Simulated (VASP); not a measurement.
The system is CoSi2.

```
Co Si
1.0
     0.00000    2.67800    2.67800
     2.67800    0.00000    2.67800
     2.67800    2.67800    0.00000
Co Si
1 2
Direct
  0.00000 0.00000 0.00000
  0.25000 0.25000 0.25000
  0.75000 0.75000 0.75000
```

Base run:

```yaml
Program: VASP 6.6.1
Functional: PBEsol
Potentials_or_basis: VASP PAW PBE potentials, release 64 (Co, Si)
Cutoff: 520 eV
k_mesh: 10 × 10 × 10
Occupations: fermi-dirac, width 0.1 eV
Spin: collinear spin, ferromagnetic start
Starting_moments: "[0.36, 0.06, 0.06] μB"
Fixed_moment: 0.6 μB
```

Its results: pressure -3.3 GPa; site moments Co +0.37; Si +0.04 μB.

Question: After a change of settings the same cell gave: pressure 20.3 GPa; site moments Co +1.77; Si +0.25 μB. Which change was it?
A. fixed moment from 0.6 μB to 2.4 μB; moments at the start from [0.36, 0.06, 0.06] to [1.5, 0.24, 0.24]
B. fixed moment from 0.6 μB to 1.8 μB; moments at the start from [0.36, 0.06, 0.06] to [1.16, 0.18, 0.18]
C. fixed moment from 0.6 μB to 3 μB; moments at the start from [0.36, 0.06, 0.06] to [1.82, 0.31, 0.31]

Answer: C.

Caveats: the PAW data sets were made with another functional, which shifts forces and pressure a little; the total moment is fixed, so each spin has its own Fermi level.
